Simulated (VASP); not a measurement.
# Ga2O3 (R-3c) in VASP: further runs, part 2 of 2

VASP 6.6.1.

### Step 3. Single point, PBE

This run uses another cell than the first one, of 9.64 Å³/atom.

Contents of INCAR:

```
PREC     = Accurate       # precision mode
ENCUT    = 520            # plane-wave cutoff, eV
EDIFF    = 1E-7           # SCF threshold, eV
ISMEAR   = 0              # smearing method
SIGMA    = 0.01           # smearing width, eV
LREAL    = False          # projectors in reciprocal space
LASPH    = True           # aspherical terms in the spheres
NELM     = 100            # most SCF steps
ALGO     = Normal         # electronic algorithm
ISIF     = 2              # what is computed and relaxed
LWAVE    = False          # write WAVECAR
LCHARG   = False          # write CHGCAR
GGA      = PE             # functional
NBANDS   = 55             # bands
```

Contents of KPOINTS:

```
regular mesh
0
Gamma
  6 6 6
```

Contents of POSCAR:

```
Ga2O3
1.0
    2.4922597451      1.4389068347      4.4806440167
   -2.4922597451      1.4389068347      4.4806440167
    0.0000000000     -2.8778136694      4.4806440168
Ga O
4 6
Direct
    0.8554260895      0.8554260895      0.8554260895
    0.3554260895      0.3554260895      0.3554260895
    0.1445739105      0.1445739105      0.1445739105
    0.6445739105      0.6445739105      0.6445739105
    0.4463666996      0.0536333004      0.7500000000
    0.0536333004      0.7500000000      0.4463666996
    0.5536333004      0.9463666996      0.2500000000
    0.2500000000      0.5536333004      0.9463666996
    0.9463666996      0.2500000000      0.5536333004
    0.7500000000      0.4463666996      0.0536333004
```

Potentials or basis: VASP PAW PBE potentials, release 64 (Ga_d, O).

On the command line:

```
cat potpaw_PBE.64/Ga_d/POTCAR potpaw_PBE.64/O/POTCAR > POTCAR
mpirun -np 1 vasp_std > vasp.out
```

OUTCAR:

```text
PREC = Accurate
   ENCUT = 520
   EDIFF = 1E-7
   ISMEAR = 0
   LREAL = False
   LASPH = True
   NELM = 100
   ISIF = 2
   GGA = PE

 ion  position               nearest neighbor table
   1  0.855  0.855  0.855-   9 1.93   7 1.93   8 1.93  10 2.07   5 2.07   6 2.07   4 2.83
   2  0.355  0.355  0.355-  10 1.93   5 1.93   6 1.93   9 2.07   7 2.07   8 2.07   3 2.83
   3  0.145  0.145  0.145-   6 1.93   5 1.93  10 1.93   8 2.07   7 2.07   9 2.07   2 2.83
   4  0.645  0.645  0.645-   8 1.93   7 1.93   9 1.93   6 2.07   5 2.07  10 2.07   1 2.83
   5  0.446  0.054  0.750-   2 1.93   3 1.93   1 2.07   4 2.07
   6  0.054  0.750  0.446-   3 1.93   2 1.93   4 2.07   1 2.07
   7  0.554  0.946  0.250-   1 1.93   4 1.93   3 2.07   2 2.07
   8  0.250  0.554  0.946-   4 1.93   1 1.93   3 2.07   2 2.07
   9  0.946  0.250  0.554-   1 1.93   4 1.93   2 2.07   3 2.07
  10  0.750  0.446  0.054-   2 1.93   3 1.93   1 2.07   4 2.07

  LATTYP: Found a trigonal (rhomboedric) cell.
 ALAT       =     5.3252213400
 COS(alpha) =     0.5619322583

  Lattice vectors:

[... 206 lines left out ...]
      2     -12.4483      2.00000
      3     -12.4483      2.00000
      4     -12.4256      2.00000
      5     -12.3983      2.00000
      6     -12.3983      2.00000
[... 1381 lines left out ...]
     54      16.6523      0.00000
     55      16.9536      0.00000

 [... further k-points ...]

------------------------ aborting loop because EDIFF is reached ----------------------------------------

  FORCE on cell =-STRESS in cart. coord.  units (eV):
  Direction    XX          YY          ZZ          XY          YZ          ZX
  --------------------------------------------------------------------------------------
  -------------------------------------------------------------------------------------
  Total        6.5340222      6.5340222      5.7620935     -0.0000000     -0.0000000      0.0000000
  in kB      108.5859203    108.5859203     95.7575922     -0.0000000     -0.0000000      0.0000000
  external PRESSURE =     104.3098110 kB  Pullay stress =       0.0000000 kB

 VOLUME and BASIS-vectors are now :
 -----------------------------------------------------------------------------
  energy-cutoff  :      520.00
  volume of cell :       96.41
      direct lattice vectors                 reciprocal lattice vectors
     2.492259745  1.438906835  4.480644017     0.200621144  0.115828671  0.074394067
    -2.492259745  1.438906835  4.480644017    -0.200621144  0.115828671  0.074394067
     0.000000000 -2.877813669  4.480644017     0.000000000 -0.231657342  0.074394067

 POSITION                                       TOTAL-FORCE (eV/Angst)
 -----------------------------------------------------------------------------------
      0.00000      0.00000     11.49858        -0.000000     -0.000000      0.069374
      0.00000      0.00000      4.77761        -0.000000     -0.000000      0.069374
      0.00000      0.00000      1.94335        -0.000000     -0.000000     -0.069374
      0.00000      0.00000      8.66432        -0.000000     -0.000000     -0.069374
      0.97879     -1.43891      5.60081         0.020370     -0.000000      0.000000
     -1.73553     -0.12821      5.60081        -0.010185     -0.017641      0.000000
     -0.97879      1.43891      7.84113        -0.020370     -0.000000      0.000000
     -0.75673     -1.56711      7.84113         0.010185     -0.017641      0.000000
      1.73553      0.12821      7.84113         0.010185      0.017641     -0.000000
      0.75673      1.56711      5.60081        -0.010185      0.017641     -0.000000
 -----------------------------------------------------------------------------------
    total drift:                               -0.000000     -0.000000      0.000000

  FREE ENERGIE OF THE ION-ELECTRON SYSTEM (eV)
  ---------------------------------------------------
  free  energy   TOTEN  =       -59.2422209994 eV

  energy  without entropy=      -59.2422209994  energy(sigma->0) =      -59.24222100
```

stdout:

```text
POSCAR found type information on POSCAR GaO
 POSCAR found :  2 types and      10 ions
 scaLAPACK will be used
 LDA part: xc-table for (Slater+PW92), standard interpolation
 POSCAR, INCAR and KPOINTS ok, starting setup
 FFT: planning ... GRIDC
 FFT: planning ... GRID_SOFT
 FFT: planning ... GRID
 WAVECAR not read
 entering main loop
```

Run time: 3.6 min. Hardware: 1 thread of Intel Xeon Platinum 8488C (Sapphire Rapids), shared host; peak memory 0.3 GiB.

Results:

| Item | Value |
| --- | --- |
| Free energy | -59.2422 eV |
| Pressure | 10.4 GPa |
| Largest force | 0.069 eV/Å |
| Band gap on the k mesh | 2.85 eV (least direct gap 3.10 eV) |

Forces on the atoms (eV/Å):
```
Ga   0.000  0.000  0.069
Ga   0.000  0.000  0.069
Ga   0.000  0.000 -0.069
Ga   0.000  0.000 -0.069
O    0.020  0.000  0.000
O   -0.010 -0.018  0.000
O   -0.020  0.000  0.000
O    0.010 -0.018  0.000
O    0.010  0.018  0.000
O   -0.010  0.018  0.000
```

Caveat: the cell stands under pressure.
